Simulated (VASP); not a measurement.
Wanted: the native input for a VASP 6.6.1 run.

* Task: single point
* Functional: PBE
* Potentials or basis: VASP PAW PBE potentials, release 64 (Zn, O)
* Cutoff: 520 eV
* k mesh: 12 × 12 × 6
* Occupations: gaussian, width 0.05 eV
* Spin: no spin polarisation
* Dipole correction: no
* Further INCAR settings: ALGO = Normal; EDIFF = 1e-06; NBANDS = 26

The structure of ZnO lies in POSCAR:

```
ZnO
1.0
    3.2493987239      0.0000000000      0.0000000000
   -1.6246993619      2.8140618419      0.0000000000
    0.0000000000      0.0000000000      5.2038000000
Zn O
2 2
Direct
    0.3333333333      0.6666666667      0.0000000000
    0.6666666667      0.3333333333      0.5000000000
    0.3333333333      0.6666666667      0.3821000000
    0.6666666667      0.3333333333      0.8821000000
```

These files were run (other wordings do the same):

INCAR

```
PREC = Accurate
ENCUT = 520
EDIFF = 1E-6
ISMEAR = 0
SIGMA = 0.05
LREAL = F
LASPH = T
NELM = 80
ALGO = Normal
ISIF = 2
LWAVE = F
LCHARG = T
GGA = PE
LELF = T
LVHAR = T
NBANDS = 26
```

KPOINTS

```
Automatic mesh
0
Gamma
  12 12 6
```

Potentials or basis: VASP PAW PBE potentials, release 64 (Zn, O).

Launch:

```sh
$ cat potpaw_PBE.64/Zn/POTCAR potpaw_PBE.64/O/POTCAR > POTCAR
$ mpirun -np 1 vasp_std > vasp.out
```

It gave:

```
Pressure               : 6.0 GPa
Largest force          : 0.033 eV/Å
Band gap on the k mesh : 0.79 eV
```

Caveat: the cell stands under pressure.

It took 37 s on 1 thread of Intel(R) Xeon(R) Platinum 8559C (Emerald Rapids), on a shared host, peak memory 0.21 GiB.
